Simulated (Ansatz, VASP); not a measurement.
## ZnS in VASP and in Ansatz

```
Zn S
1.0
     3.84460    0.00000    0.00000
    -1.92230    3.32952    0.00000
     0.00000    0.00000    9.45833
Zn S
3 3
Cartesian
  0.0000 0.0000 0.0000
  0.0000 2.2197 3.1528
  1.9223 1.1098 6.3056
  0.0000 0.0000 2.3646
  0.0000 2.2197 5.5174
  1.9223 1.1098 8.6701
```

Alike in both runs: task relaxation of cell and atoms; functional PBE; k mesh 12 × 12 × 4; occupations gaussian, width 0.02 eV; no spin polarisation.

|  | VASP | Ansatz |
| --- | --- | --- |
| version | VASP 6.6.1 | Ansatz 0.2.0 |
| potentials or method | VASP PAW PBE potentials, release 64 (Zn, S), cutoff 600 eV | scalar-relativistic, plane waves, PAW |
| valence electrons in the cell | 54 | 54 |

|  | VASP | Ansatz | Ansatz less VASP |
| --- | --- | --- | --- |
| gap on the k mesh at the Fermi level, each at its own relaxed structure (eV) | 2.01 | 2.01 | +0.003 |
| relaxed volume (Å³/atom) | 20.20 | 20.16 | -0.039 |
